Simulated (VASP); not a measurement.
# Si3Sb2 (P-3m1) in VASP: notebook

Si3Sb2 is run at these levels: PBE; tasks: single point.

All numbers are computed with VASP 6.6.1; they aren't measurements. Logs are shortened: lines on timing, memory, paths and dates and some standing lists are left out, and cuts for length are marked.

### Step 1. The cell of the first run

The structure is trigonal, space group P-3m1 (No. 164). Conventional cell: a = 4.177 Å, b = 4.177 Å, c = 6.498 Å, α = 90.00°, β = 90.00°, γ = 120.00°. Si (site symmetry -3m) has 6 Sb at 2.89 Å and 6 Si at 3.34 Å within 3.8 Å. Within 3.4 Å of Si (site symmetry 3m) lie 4 Sb at 2.52 to 2.60 Å and 6 Si at 3.06 to 3.34 Å. Sb (site symmetry 3m) has 7 Si at 2.52 to 2.89 Å within 3.3 Å.

### Step 2. Single point, PBE

File INCAR:

```
SYSTEM = Si3Sb2
ALGO     = Normal         ! electronic algorithm
EDIFF    = 1E-7           ! SCF threshold, eV
ENCUT    = 520            ! plane-wave cutoff, eV
GGA      = PE             ! functional
ISIF     = 2              ! what is computed and relaxed
ISMEAR   = 0              ! smearing method
LASPH    = .TRUE.         ! aspherical terms in the spheres
LCHARG   = .FALSE.        ! write CHGCAR
LREAL    = .FALSE.        ! projectors in reciprocal space
LWAVE    = .FALSE.        ! write WAVECAR
NBANDS   = 19             ! bands
NELM     = 100            ! most SCF steps
PREC     = Accurate       ! precision mode
SIGMA    = 0.1            ! smearing width, eV
```

File KPOINTS:

```
k-points
0
G
  6 6 4
  0 0 0
```

File POSCAR:

```
Si3Sb2
1.0
    4.1767117953      0.0000000000      0.0000000000
   -2.0883558977      3.6171385190      0.0000000000
    0.0000000000      0.0000000000      6.4982851029
Si Sb
3 2
Direct
    0.0000000000      0.0000000000      0.0000000000
    0.3333333333      0.6666666667      0.6450000000
    0.6666666667      0.3333333333      0.3550000000
    0.3333333333      0.6666666667      0.2450000000
    0.6666666667      0.3333333333      0.7550000000
```

Potentials or basis: VASP PAW PBE potentials, release 64 (Si, Sb).

Run with:

```console
$ cat potpaw_PBE.64/Si/POTCAR potpaw_PBE.64/Sb/POTCAR > POTCAR
$ mpirun -np 1 vasp_std > vasp.out
```

OUTCAR:

```text
SYSTEM = Si3Sb2
   EDIFF = 1E-7
   ENCUT = 520
   GGA = PE
   ISIF = 2
   ISMEAR = 0
   LASPH = .TRUE.
   LREAL = .FALSE.
   NELM = 100
   PREC = Accurate

 ion  position               nearest neighbor table
   1  0.000  0.000  0.000-   4 2.89   5 2.89   5 2.89   4 2.89   5 2.89   4 2.89
   2  0.333  0.667  0.645-   5 2.52   5 2.52   5 2.52   4 2.60   3 3.06   3 3.06   3 3.06
   3  0.667  0.333  0.355-   4 2.52   4 2.52   4 2.52   5 2.60   2 3.06   2 3.06   2 3.06
   4  0.333  0.667  0.245-   3 2.52   3 2.52   3 2.52   2 2.60   1 2.89   1 2.89   1 2.89
   5  0.667  0.333  0.755-   2 2.52   2 2.52   2 2.52   3 2.60   1 2.89   1 2.89   1 2.89

  LATTYP: Found a hexagonal cell.
 ALAT       =     4.1767117953
 C/A-ratio  =     1.5558375635

  Lattice vectors:

 A1 = (   4.1767117953,   0.0000000000,   0.0000000000)
 A2 = (  -2.0883558977,   3.6171385190,   0.0000000000)
 A3 = (   0.0000000000,   0.0000000000,   6.4982851029)

Analysis of symmetry for initial positions (statically):
=====================================================================
 Subroutine PRICEL returns:
 Original cell was already a primitive cell.

 Routine SETGRP: Setting up the symmetry group for a
 hexagonal supercell.

 Subroutine GETGRP returns: Found 12 space group operations
 (whereof 12 operations were pure point group operations)
 out of a pool of 24 trial point group operations.

The static configuration has the point symmetry D_3d.

Analysis of symmetry for dynamics (positions and initial velocities):
=====================================================================
 Subroutine PRICEL returns:
 Original cell was already a primitive cell.

 Routine SETGRP: Setting up the symmetry group for a
 hexagonal supercell.

 Subroutine GETGRP returns: Found 12 space group operations
 (whereof 12 operations were pure point group operations)
 out of a pool of 24 trial point group operations.

The dynamic configuration has the point symmetry D_3d.

 Subroutine INISYM returns: Found 12 space group operations
 (whereof 12 operations are pure point group operations),
 and found     1 'primitive' translations

----------------------------------------------------------------------------------------

                                     Primitive cell

  volume of cell :      98.1744

  direct lattice vectors                    reciprocal lattice vectors
     4.176711795  0.000000000  0.000000000     0.239422792  0.138230813  0.000000000
    -2.088355898  3.617138519  0.000000000     0.000000000  0.276461627  0.000000000
     0.000000000  0.000000000  6.498285103     0.000000000  0.000000000  0.153886754

  length of vectors
     4.176711795  4.176711795  6.498285103     0.276461627  0.276461627  0.153886754

  position of ions in fractional coordinates (direct lattice)
     0.000000000  0.000000000  0.000000000
     0.333333333  0.666666667  0.645000000
     0.666666667  0.333333333  0.355000000
     0.333333333  0.666666667  0.245000000
     0.666666667  0.333333333  0.755000000

  ion indices of the primitive-cell ions
   primitive index   ion index
                 1           1
                 2           2
                 3           3
                 4           4
                 5           5

----------------------------------------------------------------------------------------

 KPOINTS: k-points

Automatic generation of k-mesh.
 Grid dimensions read from file:
 generate k-points for:    6    6    4

 Generating k-lattice:

  Cartesian coordinates                     Fractional coordinates (reciprocal lattice)
     0.039903799  0.023038469  0.000000000     0.166666667 -0.000000000  0.000000000
     0.000000000  0.046076938  0.000000000     0.000000000  0.166666667  0.000000000
     0.000000000  0.000000000  0.038471688     0.000000000  0.000000000  0.250000000

  Length of vectors
     0.046076938  0.046076938  0.038471688

  Shift w.r.t. Gamma in fractional coordinates (k-lattice)
     0.000000000  0.000000000  0.000000000

 Subroutine IBZKPT returns following result:
 ===========================================

 Found     24 irreducible k-points:

 Following reciprocal coordinates:
            Coordinates               Weight
  0.000000  0.000000  0.000000      1.000000
  0.166667  0.000000  0.000000      6.000000
  0.333333 -0.000000  0.000000      6.000000
  0.500000  0.000000  0.000000      3.000000
  0.166667  0.166667  0.000000      6.000000
  0.333333  0.166667  0.000000     12.000000
[... 16 lines left out ...]
  0.333333  0.166667  0.500000     12.000000
  0.333333  0.333333  0.500000      2.000000
   k-points           NKPTS =     24   k-points in BZ     NKDIM =     24   number of bands    NBANDS=     19
   number of dos      NEDOS =    301   number of ions     NIONS =      5
   total plane-waves  NPLWV =  49152
   dimension x,y,z NGX =    32 NGY =   32 NGZ =   48
   dimension x,y,z NGXF=    64 NGYF=   64 NGZF=   96
   ions per type =               3   2
   NGX,Y,Z   is equivalent  to a cutoff of  12.74, 12.74, 12.28 a.u.
   NGXF,Y,Z  is equivalent  to a cutoff of  25.47, 25.47, 24.56 a.u.
 SYSTEM =  Si3Sb2
   PREC   = accura    normal or accurate (medium, high low for compatibility)
   ISTART =      0    job   : 0-new  1-cont  2-samecut
   ICHARG =      2    charge: 1-file 2-atom 10-const
   ISPIN  =      1    spin polarized calculation?
   LNONCOLLINEAR =      F non collinear calculations
   LSORBIT =      F    spin-orbit coupling
   LASPH  =      T    aspherical Exc in radial PAW
   ENCUT  =  520.0 eV  38.22 Ry    6.18 a.u.   7.77  7.77 12.08*2*pi/ulx,y,z
   NELM   =    100;   NELMIN=  2; NELMDL= -5     # of ELM steps
   EDIFF  = 0.1E-06   stopping-criterion for ELM
   LREAL  =      F    real-space projection
   EDIFFG = 0.1E-05   stopping-criterion for IOM
   NSW    =      0    number of steps for IOM
   IBRION =     -1    ionic relax: 0-MD 1-quasi-New 2-CG
   NFREE  =      0    steps in history (QN), initial steepest desc. (CG)
   ISIF   =      2    stress and relaxation
   ISYM   =      2    0-nonsym 1-usesym 2-fastsym
   POTIM  = 0.5000    time-step for ionic-motion
   TEBEG  =    0.0;   TEEND  =   0.0 temperature during run
   PSTRESS=    0.0 pullay stress
   NELECT =      22.0000    total number of electrons
   NUPDOWN=      -1.0000    fix difference up-down
   EMIN   =  10.00;   EMAX   =-10.00  energy-range for DOS
   EFERMI =   0.00;   METHOD = LEGACY
   ISMEAR =     0;   SIGMA  =   0.10  broadening in eV -4-tet -1-fermi 0-gaus
   EFERMI_NEDOS =   21; number of points for ismear=-14 and -15
   IALGO  =     38    algorithm
   IMIX   =      4    mixing-type and parameters
     AMIX     =   0.40;   BMIX     =  1.00
     AMIX_MAG =   1.60;   BMIX_MAG =  1.00
  volume/ion in A,a.u.               =      19.63       132.50
  Fermi-wavevector in a.u.,A,eV,Ry     =   0.994374  1.879094 13.453153  0.988779
  Thomas-Fermi vector in A             =   2.126320
   LORBIT       =      0    0 simple, 1 ext, 2 COOP (PROOUT), +10 PAW based schemes
   GGA     = PE    functional components
   LHFCALC =     F    Hartree Fock is set to
   AEXX    =    0.0000 exact exchange contribution
   IVDW    =     0    specifies the selected vdW correction
   LEPSILON=     F    determine dielectric tensor
   LRPA    =     F    only Hartree local field effects (RPA)
 non-spin polarized calculation
 Gauss-broadening in eV      SIGMA  =   0.10
  energy-cutoff  :      520.00
  volume of cell :       98.17
 maximum number of plane-waves:      2659
 NGX is ok and might be reduce to    32
   NGX = 15   NGY = 15   NGZ = 25

 number of electron      22.0000001 magnetization

 Free energy of the ion-electron system (eV)
  ---------------------------------------------------
  ext. energy  EPLUGINS =         0.00000000
  ---------------------------------------------------
  free energy    TOTEN  =       -19.72841011 eV

  energy without entropy =      -19.71218304  energy(sigma->0) =      -19.72029658

 E-fermi :   9.3876     XC(G=0): -10.4798

 val. band max:        9.3810024290   @ k =   0.0000   0.0000   0.5000
 cond. band min:       9.4000708343   @ k =   0.0000   0.1667   0.2500
 fundamental gap:      0.0190684053
 Fermi energy:         9.3875659603

 k-point     1 :       0.0000    0.0000    0.0000
  band No.  band energies     occupation
      1      -5.0370      2.00000
      2      -2.4880      2.00000
      3      -0.1212      2.00000
      4       5.4784      2.00000
      5       5.4824      2.00000
      6       5.4824      2.00000
[... 11 lines left out ...]
     18      11.8308      0.00000
     19      11.8366      0.00000

 k-point     2 :       0.1667    0.0000    0.0000
  band No.  band energies     occupation
      1      -4.7460      2.00000
      2      -2.2265      2.00000
      3       0.1423      2.00000
      4       2.8310      2.00000
      5       4.8313      2.00000
      6       5.0214      2.00000
[... 11 lines left out ...]
     18      12.7268      0.00000
     19      12.8671      0.00000

 k-point     3 :       0.3333   -0.0000    0.0000
  band No.  band energies     occupation
      1      -3.9080      2.00000
      2      -1.6147      2.00000
      3       0.2926      2.00000
      4       1.2515      2.00000
      5       2.7543      2.00000
      6       4.0673      2.00000
[... 11 lines left out ...]
     18      14.9322      0.00000
     19      14.9864      0.00000

 k-point     4 :       0.5000    0.0000    0.0000
  band No.  band energies     occupation
      1      -3.0101      2.00000
      2      -1.8574      2.00000
      3       0.0602      2.00000
      4       1.3445      2.00000
      5       2.1411      2.00000
      6       2.9474      2.00000
[... 407 lines left out ...]
     18      13.9076      0.00000
     19      14.3793      0.00000

 k-point    23 :       0.3333    0.1667    0.5000
  band No.  band energies     occupation
      1      -2.7859      2.00000
      2      -1.9863      2.00000
      3      -0.1420      2.00000
      4       0.5664      2.00000
      5       2.2896      2.00000
      6       3.2210      2.00000
[... 11 lines left out ...]
     18      14.9664      0.00000
     19      15.9430      0.00000

 k-point    24 :       0.3333    0.3333    0.5000
  band No.  band energies     occupation
      1      -1.9722      2.00000
      2      -1.9722      2.00000
      3       0.1620      2.00000
      4       0.1620      2.00000
      5       0.7603      2.00000
      6       2.4519      2.00000
[... 11 lines left out ...]
     18      14.3040      0.00000
     19      16.9645      0.00000

------------------------ aborting loop because EDIFF is reached ----------------------------------------

  FORCE on cell =-STRESS in cart. coord.  units (eV):
  Direction    XX          YY          ZZ          XY          YZ          ZX
  --------------------------------------------------------------------------------------
  -------------------------------------------------------------------------------------
  Total       13.9314417     13.9314417      9.1975359     -0.0000000      0.0000000      0.0000000
  in kB      227.3569498    227.3569498    150.1010272     -0.0000000      0.0000000      0.0000000
  external PRESSURE =     201.6049756 kB  Pullay stress =       0.0000000 kB

 VOLUME and BASIS-vectors are now :
 -----------------------------------------------------------------------------
  energy-cutoff  :      520.00
  volume of cell :       98.17
      direct lattice vectors                 reciprocal lattice vectors
     4.176711795  0.000000000  0.000000000     0.239422792  0.138230813  0.000000000
    -2.088355898  3.617138519  0.000000000     0.000000000  0.276461627  0.000000000
     0.000000000  0.000000000  6.498285103     0.000000000  0.000000000  0.153886754

 POSITION                                       TOTAL-FORCE (eV/Angst)
 -----------------------------------------------------------------------------------
      0.00000      0.00000      0.00000        -0.000000      0.000000      0.000000
     -0.00000      2.41143      4.19139        -0.000000     -0.000000     -0.300852
      2.08836      1.20571      2.30689        -0.000000      0.000000      0.300852
     -0.00000      2.41143      1.59208         0.000000      0.000000     -2.317790
      2.08836      1.20571      4.90621        -0.000000      0.000000      2.317790
 -----------------------------------------------------------------------------------
    total drift:                               -0.000000      0.000000      0.000000

  FREE ENERGIE OF THE ION-ELECTRON SYSTEM (eV)
  ---------------------------------------------------
  free  energy   TOTEN  =       -19.7284101137 eV

  energy  without entropy=      -19.7121830414  energy(sigma->0) =      -19.72029658
```

Wall time 48 s (1 thread of Intel Xeon 8259CL, shared host); peak memory 0.22 GiB.

What came out:

| Quantity | Value |
| --- | --- |
| Free energy | -19.7284 eV |
| Pressure | 20.2 GPa |
| Largest force | 2.318 eV/Å |
| Band gap on the k mesh | zero (bands 11 and 12 overlap by 2.46 eV) |

Forces on the atoms (eV/Å):
```
Si   0.000  0.000  0.000
Si   0.000  0.000 -0.301
Si   0.000  0.000  0.301
Sb   0.000  0.000 -2.318
Sb   0.000  0.000  2.318
```

Caveat: the stress differs along the axes, from 15 to 23 GPa; spin-orbit coupling is left out, which moves the levels of the heavy elements; forces of over 1 eV/Å act on the atoms, so gaps and moduli don't describe the material at rest.

### Step 3. Single point, PBE

This run uses another cell than the first one, of 24.56 Å³/atom.

File INCAR:

```
SYSTEM = Si3Sb2
ALGO = Normal
EDIFF = 1E-6
ENCUT = 520
GGA = PE
ISIF = 2
ISMEAR = 0
LASPH = .TRUE.
LCHARG = .TRUE.
LELF = .TRUE.
LREAL = .FALSE.
LVHAR = .TRUE.
LWAVE = .FALSE.
NBANDS = 19
NELM = 60
PREC = Accurate
SIGMA = 0.1
```

KPOINTS is that of step 2.

File POSCAR:

```
Si3Sb2
1.0
    3.9499795594      0.0000000000      0.0000000000
   -1.9749897797      3.4207826428      0.0000000000
    0.0000000000      0.0000000000      9.0881619799
Si Sb
3 2
Direct
    0.0000000000      0.0000000000      0.0000000000
    0.3333333333      0.6666666667      0.4595015944
    0.6666666667      0.3333333333      0.5404984056
    0.3333333333      0.6666666667      0.1680165048
    0.6666666667      0.3333333333      0.8319834952
```

Potentials or basis: VASP PAW PBE potentials, release 64 (Si, Sb).

Run with:

```console
$ cat potpaw_PBE.64/Si/POTCAR potpaw_PBE.64/Sb/POTCAR > POTCAR
$ mpirun -np 1 vasp_std > vasp.out
```

Run time: 72 s. Hardware: 1 thread of Intel Xeon 8259CL, shared host; peak memory 0.26 GiB.

It converged, with:

| Quantity | Value |
| --- | --- |
| Free energy | -23.1665 eV |
| Pressure | 0.0 GPa |
| Largest force | 0.030 eV/Å |
| Band gap on the k mesh | zero (bands 11 and 12 overlap by 0.65 eV) |

Forces in eV/Å, atoms in the order of the input:
```
Si   0.000  0.000  0.000
Si   0.000  0.000  0.030
Si   0.000  0.000 -0.030
Sb   0.000  0.000 -0.008
Sb   0.000  0.000  0.008
```

Stress tensor (GPa, compression positive):
```
-0.03  0.00  0.00
 0.00 -0.03  0.00
 0.00  0.00  0.09
```

Levels at points of the mesh, in eV from the Fermi level:
| k point | band 7 | band 8 | band 9 | band 10 | band 11 | band 12 | band 13 | band 14 | band 15 | band 16 |
| --- | --- | --- | --- | --- | --- | --- | --- | --- | --- | --- |
| (0.00, 0.00, 0.00) | -1.85 | -0.93 | -0.93 | 0.29 | 0.29 | 0.60 | 0.77 | 1.92 | 1.92 | 2.08 |
| (0.50, 0.00, 0.00) | -3.40 | -3.14 | -3.06 | -2.62 | -0.75 | -0.28 | 0.21 | 0.30 | 1.48 | 3.09 |
| (0.00, 0.00, 0.50) | -1.86 | -1.55 | -0.78 | -0.78 | -0.02 | -0.02 | 0.62 | 1.74 | 2.24 | 2.24 |
| (0.50, 0.00, 0.50) | -4.42 | -3.19 | -2.97 | -2.81 | -0.69 | 0.13 | 0.35 | 0.91 | 2.65 | 2.98 |

Caveat: spin-orbit coupling is left out, which moves the levels of the heavy elements.

### Step 4. Single point, PBE

This run uses another cell than the first one, of 24.65 Å³/atom.

File INCAR:

```
ALGO     = Normal         # electronic algorithm
EDIFF    = 1E-6           # SCF threshold, eV
ENCUT    = 520            # plane-wave cutoff, eV
GGA      = PE             # functional
ISIF     = 2              # what is computed and relaxed
ISMEAR   = 0              # smearing method
LASPH    = True           # aspherical terms in the spheres
LCHARG   = False          # write CHGCAR
LREAL    = False          # projectors in reciprocal space
LWAVE    = False          # write WAVECAR
NBANDS   = 19             # bands
NELM     = 100            # most SCF steps
PREC     = Accurate       # precision mode
SIGMA    = 0.1            # smearing width, eV
```

File KPOINTS:

```
k-points
0
Gamma
  12 12 4
```

File POSCAR:

```
Si3Sb2
1.0
    3.9826950497      0.0000000000      0.0000000000
   -1.9913475248      3.4491150885      0.0000000000
    0.0000000000      0.0000000000      8.9727672186
Si Sb
3 2
Direct
    0.0000000000      0.0000000000      0.0000000000
    0.3333333333      0.6666666667      0.4594663276
    0.6666666667      0.3333333333      0.5405336724
    0.3333333333      0.6666666667      0.1660099978
    0.6666666667      0.3333333333      0.8339900022
```

Run with:

```console
$ cat potpaw_PBE.64/Si/POTCAR potpaw_PBE.64/Sb/POTCAR > POTCAR
$ mpirun -np 1 vasp_std > vasp.out
```

Run time: 3.1 min. Hardware: 1 thread of Intel Xeon 8259CL, shared host; peak memory 0.32 GiB.

The run converged. Its results:

* Free energy: -23.1199 eV
* Pressure: 0.1 GPa
* Largest force: 0.028 eV/Å
* Band gap on the k mesh: zero (bands 11 and 12 overlap by 0.80 eV)

Forces in eV/Å, atoms in the order of the input:
```
Si   0.000  0.000  0.000
Si   0.000  0.000  0.028
Si   0.000  0.000 -0.028
Sb   0.000  0.000 -0.014
Sb   0.000  0.000  0.014
```

Stress tensor (GPa, compression positive):
```
0.02 0.00 0.00
0.00 0.02 0.00
0.00 0.00 0.19
```

Levels at points of the mesh, in eV from the Fermi level:
| k point | band 7 | band 8 | band 9 | band 10 | band 11 | band 12 | band 13 | band 14 | band 15 | band 16 |
| --- | --- | --- | --- | --- | --- | --- | --- | --- | --- | --- |
| (0.00, 0.00, 0.00) | -1.82 | -0.95 | -0.95 | 0.29 | 0.29 | 0.51 | 0.74 | 1.95 | 1.95 | 2.30 |
| (0.50, 0.00, 0.00) | -3.37 | -2.94 | -2.91 | -2.58 | -0.50 | -0.18 | 0.25 | 0.53 | 1.63 | 3.26 |
| (0.00, 0.00, 0.50) | -1.77 | -1.29 | -0.79 | -0.79 | -0.04 | -0.04 | 0.52 | 1.76 | 2.27 | 2.27 |
| (0.50, 0.00, 0.50) | -4.25 | -3.12 | -2.97 | -2.63 | -0.59 | 0.26 | 0.41 | 1.14 | 2.85 | 3.15 |

Caveat: spin-orbit coupling is left out, which moves the levels of the heavy elements.

### Step 5. The runs side by side

| cell | k mesh | gap on the mesh (eV) | pressure (GPa) | largest force (eV/Å) |
| --- | --- | --- | --- | --- |
| a = 4.177, b = 4.177, c = 6.498 Å, angles 90.0, 90.0, 120.0°, 5 atoms, atomic positions A | 6 × 6 × 4 | none | 20.2 | 2.32 |
| a = 3.950, b = 3.950, c = 9.088 Å, angles 90.0, 90.0, 120.0°, 5 atoms, atomic positions B | 6 × 6 × 4 | none | 0.0 | 0.03 |
| a = 3.983, b = 3.983, c = 8.973 Å, angles 90.0, 90.0, 120.0°, 5 atoms, atomic positions C | 12 × 12 × 4 | none | 0.1 | 0.03 |

Alike in all rows: task single point; level PBE; potentials or basis VASP PAW PBE potentials, release 64 (Si, Sb); no spin polarisation; cutoff (eV) 520; smearing gaussian 0.1 eV.

Caveats: spin-orbit coupling is left out, which moves the levels of the heavy elements; the stress differs along the axes, from 15 to 23 GPa (at least some runs); forces of over 1 eV/Å act on the atoms, so gaps and moduli don't describe the material at rest (at least some runs).

Total energies depend on the potentials used, so only differences within one code and one set of settings carry meaning.

The gap in the log of VASP goes by the Fermi energy; the results here count the filled bands.